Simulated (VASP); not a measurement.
# Re (P6_3/mmc) in VASP: further runs, part 2 of 3

VASP 6.6.1. Earlier steps stand in the parts before.

## (3) Single point, LDA

Input file INCAR:

```
SYSTEM = Re
PREC = Accurate
ENCUT = 600
EDIFF = 1E-6
ISMEAR = 1
SIGMA = 0.2
LREAL = .False.
LASPH = .True.
NELM = 120
ALGO = Normal
ISIF = 2
LWAVE = .False.
LCHARG = .True.
GGA = CA
LELF = .True.
LVHAR = .True.
NBANDS = 14
GGA_COMPAT = .False.
```

Input file KPOINTS:

```
Automatic mesh
0
Gamma
  13 13 7
  0 0 0
```

Input file POSCAR:

```
Re
1.0
    2.7391880258      0.0000000000      0.0000000000
   -1.3695940129      2.3722064161      0.0000000000
    0.0000000000      0.0000000000      4.4118668232
Re
2
Direct
    0.3333333333      0.6666666667      0.2500000000
    0.6666666667      0.3333333333      0.7500000000
```

Potentials or basis: VASP PAW LDA potentials, release 64 (Re).

Command:

```sh
$ cat potpaw_LDA.64/Re/POTCAR > POTCAR
$ mpirun -np 1 vasp_std > vasp.out
```

OUTCAR:

```text
SYSTEM = Re
   PREC = Accurate
   ENCUT = 600
   EDIFF = 1E-6
   ISMEAR = 1
   LREAL = .False.
   LASPH = .True.
   NELM = 120
   ISIF = 2
   GGA = CA

 ion  position               nearest neighbor table
   1  0.333  0.667  0.250-   2 2.71   2 2.71   2 2.71   2 2.71   2 2.71   2 2.71
   2  0.667  0.333  0.750-   1 2.71   1 2.71   1 2.71   1 2.71   1 2.71   1 2.71

  LATTYP: Found a hexagonal cell.
 ALAT       =     2.7391880258
 C/A-ratio  =     1.6106476743

  Lattice vectors:

 A1 = (   2.7391880258,   0.0000000000,   0.0000000000)
 A2 = (  -1.3695940129,   2.3722064161,   0.0000000000)
 A3 = (   0.0000000000,   0.0000000000,   4.4118668232)

Analysis of symmetry for initial positions (statically):
=====================================================================
 Subroutine PRICEL returns:
 Original cell was already a primitive cell.

 Routine SETGRP: Setting up the symmetry group for a
 hexagonal supercell.

 Subroutine GETGRP returns: Found 24 space group operations
 (whereof 12 operations were pure point group operations)
 out of a pool of 24 trial point group operations.

The static configuration has the point symmetry D_3d.
 The point group associated with its full space group is D_6h.

Analysis of symmetry for dynamics (positions and initial velocities):
=====================================================================
 Subroutine PRICEL returns:
 Original cell was already a primitive cell.

 Routine SETGRP: Setting up the symmetry group for a
 hexagonal supercell.

 Subroutine GETGRP returns: Found 24 space group operations
 (whereof 12 operations were pure point group operations)
 out of a pool of 24 trial point group operations.

The dynamic configuration has the point symmetry D_3d.
 The point group associated with its full space group is D_6h.

 Subroutine INISYM returns: Found 24 space group operations
 (whereof 12 operations are pure point group operations),
 and found     1 'primitive' translations

----------------------------------------------------------------------------------------

                                     Primitive cell

  volume of cell :      28.6680

  direct lattice vectors                    reciprocal lattice vectors
     2.739188026  0.000000000  0.000000000     0.365071689  0.210774238  0.000000000
    -1.369594013  2.372206416  0.000000000     0.000000000  0.421548476  0.000000000
     0.000000000  0.000000000  4.411866823     0.000000000  0.000000000  0.226661420

  length of vectors
     2.739188026  2.739188026  4.411866823     0.421548476  0.421548476  0.226661420

  position of ions in fractional coordinates (direct lattice)
     0.333333333  0.666666667  0.250000000
     0.666666667  0.333333333  0.750000000

  ion indices of the primitive-cell ions
   primitive index   ion index
                 1           1
                 2           2

----------------------------------------------------------------------------------------

 KPOINTS: Automatic mesh

Automatic generation of k-mesh.
 Grid dimensions read from file:
 generate k-points for:   13   13    7

 Generating k-lattice:
[... 42 lines left out ...]
  0.153846  0.000000  0.142857     12.000000
 [... further k-points ...]
   k-points           NKPTS =     84   k-points in BZ     NKDIM =     84   number of bands    NBANDS=     14
   number of dos      NEDOS =    301   number of ions     NIONS =      2
   total plane-waves  NPLWV =  20736
   dimension x,y,z NGX =    24 NGY =   24 NGZ =   36
   dimension x,y,z NGXF=    48 NGYF=   48 NGZF=   72
   ions per type =               2
   NGX,Y,Z   is equivalent  to a cutoff of  14.57, 14.57, 13.57 a.u.
   NGXF,Y,Z  is equivalent  to a cutoff of  29.13, 29.13, 27.13 a.u.
 SYSTEM =  Re
   PREC   = accura    normal or accurate (medium, high low for compatibility)
   ISTART =      0    job   : 0-new  1-cont  2-samecut
   ICHARG =      2    charge: 1-file 2-atom 10-const
   ISPIN  =      1    spin polarized calculation?
   LNONCOLLINEAR =      F non collinear calculations
   LSORBIT =      F    spin-orbit coupling
   LASPH  =      T    aspherical Exc in radial PAW
   ENCUT  =  600.0 eV  44.10 Ry    6.64 a.u.   5.47  5.47  8.81*2*pi/ulx,y,z
   NELM   =    120;   NELMIN=  2; NELMDL= -5     # of ELM steps
   EDIFF  = 0.1E-05   stopping-criterion for ELM
   LREAL  =      F    real-space projection
   EDIFFG = 0.1E-04   stopping-criterion for IOM
   NSW    =      0    number of steps for IOM
   IBRION =     -1    ionic relax: 0-MD 1-quasi-New 2-CG
   NFREE  =      0    steps in history (QN), initial steepest desc. (CG)
   ISIF   =      2    stress and relaxation
   ISYM   =      2    0-nonsym 1-usesym 2-fastsym
   POTIM  = 0.5000    time-step for ionic-motion
   TEBEG  =    0.0;   TEEND  =   0.0 temperature during run
   PSTRESS=    0.0 pullay stress
   NELECT =      14.0000    total number of electrons
   NUPDOWN=      -1.0000    fix difference up-down
   EMIN   =  10.00;   EMAX   =-10.00  energy-range for DOS
   EFERMI =   0.00;   METHOD = LEGACY
   ISMEAR =     1;   SIGMA  =   0.20  broadening in eV -4-tet -1-fermi 0-gaus
   EFERMI_NEDOS =   21; number of points for ismear=-14 and -15
   IALGO  =     38    algorithm
   IMIX   =      4    mixing-type and parameters
     AMIX     =   0.40;   BMIX     =  1.00
     AMIX_MAG =   1.60;   BMIX_MAG =  1.00
  volume/ion in A,a.u.               =      14.33        96.73
  Fermi-wavevector in a.u.,A,eV,Ry     =   1.289195  2.436225 22.613205  1.662024
  Thomas-Fermi vector in A             =   2.421103
   LORBIT       =      0    0 simple, 1 ext, 2 COOP (PROOUT), +10 PAW based schemes
   GGA     = CA    functional components
   LHFCALC =     F    Hartree Fock is set to
   AEXX    =    0.0000 exact exchange contribution
   IVDW    =     0    specifies the selected vdW correction
   LEPSILON=     F    determine dielectric tensor
   LRPA    =     F    only Hartree local field effects (RPA)
 non-spin polarized calculation
 Methfessel and Paxton  Order N= 1 SIGMA  =   0.20
  energy-cutoff  :      600.00
  volume of cell :       28.67
 maximum number of plane-waves:       984
 NGX is ok and might be reduce to    24
   NGX = 11   NGY = 11   NGZ = 17

 number of electron      14.0000000 magnetization

 Free energy of the ion-electron system (eV)
  ---------------------------------------------------
  ext. energy  EPLUGINS =         0.00000000
  ---------------------------------------------------
  free energy    TOTEN  =       -27.53234608 eV

  energy without entropy =      -27.53373405  energy(sigma->0) =      -27.53280874

 E-fermi :   8.1650     XC(G=0): -13.9822

 val. band max:        8.1460910918   @ k =   0.1538   0.0769   0.0000
 cond. band min:       8.1818200016   @ k =   0.1538   0.0769   0.1429
 fundamental gap:      0.0357289098
 Fermi energy:         8.1649825409

 k-point     1 :       0.0000    0.0000    0.0000
  band No.  band energies     occupation
      1      -1.7924      2.00000
      2       1.3819      2.00000
      3       6.5049      2.00000
      4       6.5049      2.00000
      5       6.5449      2.00000
      6       7.3854      2.00000
      7       7.3854      2.00000
      8       8.3218      0.02837
      9       8.3218      0.02837
     10       9.0137     -0.00000
     11      11.6529     -0.00000
     12      11.6529     -0.00000
     13      18.5959      0.00000
     14      22.4120      0.00000
[... 377 lines left out ...]
      1      -0.6127      2.00000
      2       2.2659      2.00000
      3       5.4032      2.00000
      4       5.8323      2.00000
      5       6.5802      2.00000
      6       7.0764      2.00000
      7       7.4781      2.00001
      8       7.9415      2.06684
      9       8.3865     -0.06597
     10       8.5752     -0.01350
     11      12.0152     -0.00000
     12      13.9135      0.00000
     13      19.5680      0.00000
     14      23.9050      0.00000

 [... further k-points ...]

------------------------ aborting loop because EDIFF is reached ----------------------------------------

  FORCE on cell =-STRESS in cart. coord.  units (eV):
  Direction    XX          YY          ZZ          XY          YZ          ZX
  --------------------------------------------------------------------------------------
  -------------------------------------------------------------------------------------
  Total        0.2513963      0.2513963      0.2624990      0.0000000      0.0000000      0.0000000
  in kB       14.0498839     14.0498839     14.6703839      0.0000000      0.0000000      0.0000000
  external PRESSURE =      14.2567172 kB  Pullay stress =       0.0000000 kB

 VOLUME and BASIS-vectors are now :
 -----------------------------------------------------------------------------
  energy-cutoff  :      600.00
  volume of cell :       28.67
      direct lattice vectors                 reciprocal lattice vectors
     2.739188026  0.000000000  0.000000000     0.365071689  0.210774238  0.000000000
    -1.369594013  2.372206416  0.000000000     0.000000000  0.421548476  0.000000000
     0.000000000  0.000000000  4.411866823     0.000000000  0.000000000  0.226661420

 POSITION                                       TOTAL-FORCE (eV/Angst)
 -----------------------------------------------------------------------------------
     -0.00000      1.58147      1.10297         0.000000     -0.000000      0.000000
      1.36959      0.79074      3.30890        -0.000000      0.000000      0.000000
 -----------------------------------------------------------------------------------
    total drift:                               -0.000000      0.000000     -0.000000

  FREE ENERGIE OF THE ION-ELECTRON SYSTEM (eV)
  ---------------------------------------------------
  free  energy   TOTEN  =       -27.5323460824 eV

  energy  without entropy=      -27.5337340507  energy(sigma->0) =      -27.53280874
```

It took 15 s on 1 thread of Intel Xeon 6975P-C (Granite Rapids), shared host; peak memory 0.16 GiB.

Results:

* Free energy: -27.5323 eV
* Pressure: 1.4 GPa
* Band gap on the k mesh: zero (band 7 reaches 9.55 eV, above the bottom of band 8 at 6.50 eV)

Caveat: spin-orbit coupling is left out, which moves the levels of the heavy elements.

## (4) Single point, LDA

Input file INCAR:

```
SYSTEM = Re
  PREC = Accurate
  ENCUT = 600
  EDIFF = 1E-6
  ISMEAR = 1
  SIGMA = 0.3
  LREAL = .False.
  LASPH = .True.
  NELM = 120
  ALGO = Normal
  ISIF = 2
  LWAVE = .False.
  LCHARG = .False.
  NBANDS = 14
  GGA_COMPAT = .False.
```

Input file KPOINTS:

```
regular mesh
0
Gamma
  13 13 7
  0 0 0
```

POSCAR is that of step 3.

Command:

```sh
$ cat potpaw_LDA.64/Re/POTCAR > POTCAR
$ mpirun -np 1 vasp_std > vasp.out
```

Run time: 13 s. Hardware: 1 thread of Intel Xeon 6975P-C (Granite Rapids), shared host; peak memory 0.16 GiB.

Results (log left out):

```
Free energy            : -27.5307 eV
Pressure               : 1.4 GPa
Band gap on the k mesh : zero (band 7 reaches 9.55 eV, above the bottom of band 8 at 6.50 eV)
```

Stress tensor (GPa, compression positive):
```
1.39 0.00 0.00
0.00 1.39 0.00
0.00 0.00 1.55
```

Levels at points of the mesh, in eV from the Fermi level:
```csv
k point,band 3,band 4,band 5,band 6,band 7,band 8,band 9,band 10,band 11,band 12
"(0.00, 0.00, 0.00)",-1.67,-1.67,-1.63,-0.79,-0.79,0.14,0.14,0.84,3.47,3.47
```

Caveat: spin-orbit coupling is left out, which moves the levels of the heavy elements.

## (5) Single point, LDA

Input file INCAR:

```
SYSTEM = Re
PREC = Accurate ; ENCUT = 600
EDIFF = 1E-6 ; ISMEAR = 1
SIGMA = 0.6 ; LREAL = .FALSE.
LASPH = .TRUE. ; NELM = 120
ALGO = Normal ; ISIF = 2
LWAVE = .FALSE. ; LCHARG = .TRUE.
LELF = .TRUE. ; LVHAR = .TRUE.
NBANDS = 14 ; GGA_COMPAT = .FALSE.
```

Input file KPOINTS:

```
Automatic mesh
0
G
  13 13 7
  0 0 0
```

POSCAR is that of step 4.

Command:

```sh
$ cat potpaw_LDA.64/Re/POTCAR > POTCAR
$ mpirun -np 1 vasp_std > vasp.out
```

Wall time 14 s (1 thread of Intel Xeon 6975P-C (Granite Rapids), shared host); peak memory 0.16 GiB.

Results (log left out):

```
Free energy            : -27.5228 eV
Pressure               : 1.5 GPa
Band gap on the k mesh : zero (band 7 reaches 9.55 eV, above the bottom of band 8 at 6.50 eV)
```

Levels at points of the mesh, in eV from the Fermi level:
```csv
k point,band 3,band 4,band 5,band 6,band 7,band 8,band 9,band 10,band 11,band 12
"(0.00, 0.00, 0.00)",-1.68,-1.68,-1.64,-0.80,-0.80,0.14,0.14,0.84,3.47,3.47
```

Caveat: spin-orbit coupling is left out, which moves the levels of the heavy elements.

(Continued in part 3 of 3.)
